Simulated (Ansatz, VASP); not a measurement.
ZnS in VASP and in Ansatz

```xyz
16
Lattice="0.0000 0.0000 6.3046 -3.8441 -6.6581 0.0000 7.6881 0.0000 0.0000" Properties=species:S:1:pos:R:3 pbc="T T T"
Zn    5.7661   -1.1097    0.0017
Zn    1.9220   -1.1097    0.0017
Zn    3.8441   -4.4387    0.0017
Zn    0.0000   -4.4387    0.0017
Zn    0.0000   -2.2194    3.1540
Zn    3.8441   -2.2194    3.1540
Zn   -1.9220   -5.5484    3.1540
Zn    1.9220   -5.5484    3.1540
S     5.7661   -1.1097    2.3626
S     1.9220   -1.1097    2.3626
S     3.8441   -4.4387    2.3626
S     0.0000   -4.4387    2.3626
S     0.0000   -2.2194    5.5149
S     3.8441   -2.2194    5.5149
S    -1.9220   -5.5484    5.5149
S     1.9220   -5.5484    5.5149
```

Alike in both runs: task single point; functional PBE; k mesh 2 × 2 × 2; occupations gaussian, width 0.01 eV; no spin polarisation.

|  | VASP | Ansatz |
| --- | --- | --- |
| version | VASP 6.6.1 | Ansatz 0.2.0 |
| potentials or method | VASP PAW PBE potentials, release 64 (Zn, S), cutoff 520 eV | scalar-relativistic, plane waves, PAW |
| valence electrons in the cell | 144 | 144 |

VASP gave:

- gap on the k mesh at the Fermi level (eV): 2.08
- least direct gap on the mesh (eV): 2.08
- pressure (GPa): 0.3
- traceless stress, the component that is largest in VASP (GPa): -0.26
- rms of the force components (eV/Å): 0.008

Question: What did Ansatz give for the same quantities?

Answer: gap on the k mesh at the Fermi level (eV): 2.08; least direct gap on the mesh (eV): 2.08; pressure (GPa): 0.2; traceless stress, the component that is largest in VASP (GPa): -0.27; rms of the force components (eV/Å): 0.008.

Atom by atom the forces differ by 0.000 eV/Å (rms over components). The functional is the same, so the differences come from potentials, cutoffs and numerics.

The k mesh is coarse, so the values compare programs but aren't converged.
